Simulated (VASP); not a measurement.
# ZnSe (F-43m) in VASP: single point with LDA

Aim: the single point of ZnSe with LDA.

Everything below comes from runs of VASP 6.6.1. Logs are shortened: lines on timing, memory, paths and dates and some standing lists are left out, and cuts for length are marked.

## (1) The cell of the first run

It takes space group F-43m (No. 216, cubic). Conventional cell: a = 5.568 Å, b = 5.568 Å, c = 5.568 Å, α = 90.00°, β = 90.00°, γ = 90.00°. Zn (site symmetry -43m) has 4 Se at 2.41 Å within 3.2 Å. Se (site symmetry -43m) has 4 Zn at 2.41 Å within 3.2 Å.

## (2) Single point, LDA

Input file INCAR:

```
SYSTEM = ZnSe
PREC = Accurate
ENCUT = 520
EDIFF = 1E-7
ISMEAR = 0
SIGMA = 0.01
LREAL = Auto
LASPH = .True.
NELM = 100
ALGO = Normal
ISIF = 2
LWAVE = .False.
LCHARG = .False.
GGA = CA
NBANDS = 166
```

Input file KPOINTS:

```
Automatic mesh
0
Gamma
  2 2 2
  0.5 0.5 0.5
```

Input file POSCAR:

```
ZnSe
1.0
    5.5675271853      5.5675271853     -5.5675271853
   -5.5675271853     -5.5675271853     -5.5675271853
   -5.5675271853      5.5675271853      5.5675271853
Zn Se
16 16
Direct
    0.2500000000      0.5000000000      0.2500000000
    0.5000000000      0.2500000000      0.2500000000
    0.7500000000      0.0000000000      0.2500000000
    0.7500000000      0.5000000000      0.7500000000
    0.0000000000      0.5000000000      0.5000000000
    0.2500000000      0.2500000000      0.5000000000
    0.5000000000      0.0000000000      0.5000000000
    0.7500000000      0.7500000000      0.5000000000
    0.0000000000      0.7500000000      0.2500000000
    0.5000000000      0.5000000000      0.0000000000
    0.7500000000      0.2500000000      0.0000000000
    0.0000000000      0.2500000000      0.7500000000
    0.2500000000      1.0000000000      0.7500000000
    0.5000000000      0.7500000000      0.7500000000
    0.0000000000      0.0000000000      0.0000000000
    0.2500000000      0.7500000000      0.0000000000
    0.2500000000      0.5000000000      0.0000000000
    0.5000000000      0.2500000000      0.0000000000
    0.7500000000      0.0000000000      0.0000000000
    0.7500000000      0.5000000000      0.5000000000
    0.0000000000      0.5000000000      0.2500000000
    0.2500000000      0.2500000000      0.2500000000
    0.5000000000      0.0000000000      0.2500000000
    0.7500000000      0.7500000000      0.2500000000
    0.0000000000      0.7500000000      0.0000000000
    0.5000000000      0.5000000000      0.7500000000
    0.7500000000      0.2500000000      0.7500000000
    0.0000000000      0.2500000000      0.5000000000
    0.2500000000      0.0000000000      0.5000000000
    0.5000000000      0.7500000000      0.5000000000
    0.0000000000      0.0000000000      0.7500000000
    0.2500000000      0.7500000000      0.7500000000
```

Potentials or basis: VASP PAW LDA potentials, release 64 (Zn, Se).

The run is started by

```
$ cat potpaw_LDA.64/Zn/POTCAR potpaw_LDA.64/Se/POTCAR > POTCAR
$ mpirun -np 1 vasp_std > vasp.out
```

OUTCAR:

```text
SYSTEM = ZnSe
   PREC = Accurate
   ENCUT = 520
   EDIFF = 1E-7
   ISMEAR = 0
   LREAL = Auto
   LASPH = .True.
   NELM = 100
   ISIF = 2
   GGA = CA

 ion  position               nearest neighbor table
   1  0.250  0.500  0.250-  17 2.41  21 2.41  22 2.41  30 2.41
   2  0.500  0.250  0.250-  18 2.41  20 2.41  22 2.41  23 2.41
   3  0.750  0.000  0.250-  19 2.41  23 2.41  24 2.41  28 2.41
   4  0.750  0.500  0.750-  20 2.41  25 2.41  26 2.41  27 2.41
   5  0.000  0.500  0.500-  20 2.41  21 2.41  28 2.41  32 2.41
   6  0.250  0.250  0.500-  22 2.41  26 2.41  28 2.41  29 2.41
[... 24 lines left out ...]
  31  0.000  0.000  0.750-   8 2.41  12 2.41  13 2.41  15 2.41
  32  0.250  0.750  0.750-   5 2.41  13 2.41  14 2.41  16 2.41

  LATTYP: Found a body centered cubic cell.
 ALAT       =    11.1350543706

  Lattice vectors:

 A1 = (   5.5675271853,   5.5675271853,  -5.5675271853)
 A2 = (  -5.5675271853,  -5.5675271853,  -5.5675271853)
 A3 = (  -5.5675271853,   5.5675271853,   5.5675271853)

Analysis of symmetry for initial positions (statically):
=====================================================================
 Subroutine PRICEL returns following result:

  LATTYP: Found a face centered cubic cell.
 ALAT       =     5.5675271853

  Lattice vectors:

 A1 = (  -2.7837635926,  -2.7837635926,   0.0000000000)
 A2 = (   0.0000000000,  -2.7837635926,   2.7837635926)
 A3 = (  -2.7837635926,   0.0000000000,   2.7837635926)

  16 primitive cells build up your supercell.

 Routine SETGRP: Setting up the symmetry group for a
 body centered cubic supercell.

 Subroutine GETGRP returns: Found 24 space group operations
 (whereof 24 operations were pure point group operations)
 out of a pool of 48 trial point group operations.

The static configuration has the point symmetry T_d .

Analysis of symmetry for dynamics (positions and initial velocities):
=====================================================================
 Subroutine PRICEL returns following result:

  LATTYP: Found a face centered cubic cell.
 ALAT       =     5.5675271853

  Lattice vectors:

 A1 = (  -2.7837635926,  -2.7837635926,   0.0000000000)
 A2 = (   0.0000000000,  -2.7837635926,   2.7837635926)
 A3 = (  -2.7837635926,   0.0000000000,   2.7837635926)

  16 primitive cells build up your supercell.

 Routine SETGRP: Setting up the symmetry group for a
 body centered cubic supercell.

 Subroutine GETGRP returns: Found 24 space group operations
 (whereof 24 operations were pure point group operations)
 out of a pool of 48 trial point group operations.

The dynamic configuration has the point symmetry T_d .

 Subroutine INISYM returns: Found 24 space group operations
 (whereof 24 operations are pure point group operations),
 and found    16 'primitive' translations

----------------------------------------------------------------------------------------

                                     Primitive cell

  volume of cell :      43.1447

  direct lattice vectors                    reciprocal lattice vectors
    -2.783763593 -2.783763593  0.000000000    -0.179612953 -0.179612953 -0.179612953
     0.000000000 -2.783763593  2.783763593     0.179612953 -0.179612953  0.179612953
    -2.783763593  0.000000000  2.783763593    -0.179612953  0.179612953  0.179612953

  length of vectors
     3.936836227  3.936836227  3.936836227     0.311098761  0.311098761  0.311098761

  position of ions in fractional coordinates (direct lattice)
     0.000000000  1.000000000  1.000000000
     0.250000000  0.250000000  0.250000000

  ion indices of the primitive-cell ions
   primitive index   ion index
                 1           1
                 2          17

----------------------------------------------------------------------------------------

 KPOINTS: Automatic mesh

Automatic generation of k-mesh.
 Grid dimensions read from file:
 generate k-points for:    2    2    2

 Generating k-lattice:

  Cartesian coordinates                     Fractional coordinates (reciprocal lattice)
     0.000000000  0.044903238 -0.044903238     0.500000000  0.000000000  0.000000000
    -0.044903238  0.000000000 -0.044903238     0.000000000  0.500000000  0.000000000
    -0.044903238  0.044903238  0.000000000     0.000000000  0.000000000  0.500000000

  Length of vectors
     0.063502769  0.063502769  0.063502769

  Shift w.r.t. Gamma in fractional coordinates (k-lattice)
     0.500000000  0.500000000  0.500000000

 Subroutine IBZKPT returns following result:
 ===========================================

 Found      2 irreducible k-points:

 Following reciprocal coordinates:
            Coordinates               Weight
  0.250000  0.250000  0.250000      2.000000
 -0.250000  0.250000  0.250000      6.000000
   k-points           NKPTS =      2   k-points in BZ     NKDIM =      2   number of bands    NBANDS=    166
   number of dos      NEDOS =    301   number of ions     NIONS =     32
   total plane-waves  NPLWV = 373248
   dimension x,y,z NGX =    72 NGY =   72 NGZ =   72
   dimension x,y,z NGXF=   144 NGYF=  144 NGZF=  144
   ions per type =              16  16
   NGX,Y,Z   is equivalent  to a cutoff of  12.41, 12.41, 12.41 a.u.
   NGXF,Y,Z  is equivalent  to a cutoff of  24.83, 24.83, 24.83 a.u.
 SYSTEM =  ZnSe
   PREC   = accura    normal or accurate (medium, high low for compatibility)
   ISTART =      0    job   : 0-new  1-cont  2-samecut
   ICHARG =      2    charge: 1-file 2-atom 10-const
   ISPIN  =      1    spin polarized calculation?
   LNONCOLLINEAR =      F non collinear calculations
   LSORBIT =      F    spin-orbit coupling
   LASPH  =      T    aspherical Exc in radial PAW
   ENCUT  =  520.0 eV  38.22 Ry    6.18 a.u.  17.93 17.93 17.93*2*pi/ulx,y,z
   NELM   =    100;   NELMIN=  2; NELMDL= -5     # of ELM steps
   EDIFF  = 0.1E-06   stopping-criterion for ELM
   LREAL  =      T    real-space projection
   EDIFFG = 0.1E-05   stopping-criterion for IOM
   NSW    =      0    number of steps for IOM
   IBRION =     -1    ionic relax: 0-MD 1-quasi-New 2-CG
   NFREE  =      0    steps in history (QN), initial steepest desc. (CG)
   ISIF   =      2    stress and relaxation
   ISYM   =      2    0-nonsym 1-usesym 2-fastsym
   POTIM  = 0.5000    time-step for ionic-motion
   TEBEG  =    0.0;   TEEND  =   0.0 temperature during run
   PSTRESS=    0.0 pullay stress
   NELECT =     288.0000    total number of electrons
   NUPDOWN=      -1.0000    fix difference up-down
   EMIN   =  10.00;   EMAX   =-10.00  energy-range for DOS
   EFERMI =   0.00;   METHOD = LEGACY
   ISMEAR =     0;   SIGMA  =   0.01  broadening in eV -4-tet -1-fermi 0-gaus
   EFERMI_NEDOS =   21; number of points for ismear=-14 and -15
   IALGO  =     38    algorithm
   IMIX   =      4    mixing-type and parameters
     AMIX     =   0.40;   BMIX     =  1.00
     AMIX_MAG =   1.60;   BMIX_MAG =  1.00
  volume/ion in A,a.u.               =      21.57       145.58
  Fermi-wavevector in a.u.,A,eV,Ry     =   1.223273  2.311650 20.359708  1.496396
  Thomas-Fermi vector in A             =   2.358390
   LORBIT       =      0    0 simple, 1 ext, 2 COOP (PROOUT), +10 PAW based schemes
   GGA     = CA    functional components
   LHFCALC =     F    Hartree Fock is set to
   AEXX    =    0.0000 exact exchange contribution
   IVDW    =     0    specifies the selected vdW correction
   LEPSILON=     F    determine dielectric tensor
   LRPA    =     F    only Hartree local field effects (RPA)
 non-spin polarized calculation
 Gauss-broadening in eV      SIGMA  =   0.01
  energy-cutoff  :      520.00
  volume of cell :      690.31
 maximum number of plane-waves:     18609
   NGX = 35   NGY = 35   NGZ = 35

 number of electron     288.0000213 magnetization

 Free energy of the ion-electron system (eV)
  ---------------------------------------------------
  ext. energy  EPLUGINS =         0.00000000
  ---------------------------------------------------
  free energy    TOTEN  =      -117.98924125 eV

  energy without entropy =     -117.98924125  energy(sigma->0) =     -117.98924125

 E-fermi :   1.5671     XC(G=0):  -9.9381

 val. band max:        1.5148340348   @ k =  -0.2500   0.2500   0.2500
 cond. band min:       4.7082347605   @ k =   0.2500   0.2500   0.2500
 fundamental gap:      3.1934007257
 Fermi energy:         1.5670727852

 k-point     1 :       0.2500    0.2500    0.2500
  band No.  band energies     occupation
      1     -11.2510      2.00000
      2     -11.2510      2.00000
      3     -11.2510      2.00000
      4     -11.2510      2.00000
      5     -10.6257      2.00000
      6     -10.6257      2.00000
[... 148 lines left out ...]
    155       5.5949      0.00000
    156       5.5949      0.00000

 k-point     2 :      -0.2500    0.2500    0.2500
  band No.  band energies     occupation
      1     -11.5062      2.00000
      2     -11.0210      2.00000
      3     -11.0210      2.00000
      4     -11.0210      2.00000
      5     -11.0210      2.00000
      6     -10.7782      2.00000
[... 148 lines left out ...]
    155       6.2170      0.00000
    156       6.2260      0.00000
 [bands above 156 left out]

------------------------ aborting loop because EDIFF is reached ----------------------------------------

  FORCE on cell =-STRESS in cart. coord.  units (eV):
  Direction    XX          YY          ZZ          XY          YZ          ZX
  --------------------------------------------------------------------------------------
  -------------------------------------------------------------------------------------
  Total        1.5376638      1.5376638      1.5376638     -0.0000000      0.0000000      0.0000000
  in kB        3.5688224      3.5688224      3.5688224     -0.0000000      0.0000000      0.0000000
  external PRESSURE =       3.5688224 kB  Pullay stress =       0.0000000 kB

 VOLUME and BASIS-vectors are now :
 -----------------------------------------------------------------------------
  energy-cutoff  :      520.00
  volume of cell :      690.31
      direct lattice vectors                 reciprocal lattice vectors
     5.567527185  5.567527185 -5.567527185     0.000000000  0.089806477 -0.089806477
    -5.567527185 -5.567527185 -5.567527185    -0.089806477  0.000000000 -0.089806477
    -5.567527185  5.567527185  5.567527185    -0.089806477  0.089806477  0.000000000

 POSITION                                       TOTAL-FORCE (eV/Angst)
 -----------------------------------------------------------------------------------
     -2.78376      0.00000     -2.78376         0.000000     -0.000000     -0.000000
      0.00000      2.78376     -2.78376         0.000000     -0.000000     -0.000000
      2.78376      5.56753     -2.78376         0.000000     -0.000000     -0.000000
     -2.78376      5.56753     -2.78376         0.000000     -0.000000     -0.000000
     -5.56753      0.00000      0.00000         0.000000     -0.000000     -0.000000
     -2.78376      2.78376      0.00000         0.000000     -0.000000     -0.000000
[... 24 lines left out ...]
     -4.17565      4.17565      4.17565        -0.000000     -0.000000      0.000000
     -6.95941      1.39188     -1.39188        -0.000000      0.000000      0.000000
 -----------------------------------------------------------------------------------
    total drift:                               -0.000078      0.000078     -0.000079

  FREE ENERGIE OF THE ION-ELECTRON SYSTEM (eV)
  ---------------------------------------------------
  free  energy   TOTEN  =      -117.9892412528 eV

  energy  without entropy=     -117.9892412528  energy(sigma->0) =     -117.98924125
```

Run time: 7.2 min. Hardware: 1 thread of AMD EPYC 7R43 (Zen 3), shared host; peak memory 0.6 GiB.

What came out:

* Free energy: -117.9892 eV
* Pressure: 0.4 GPa
* Band gap on the k mesh: 3.19 eV

Caveat: a shifted mesh leaves out Γ, where band edges can lie.
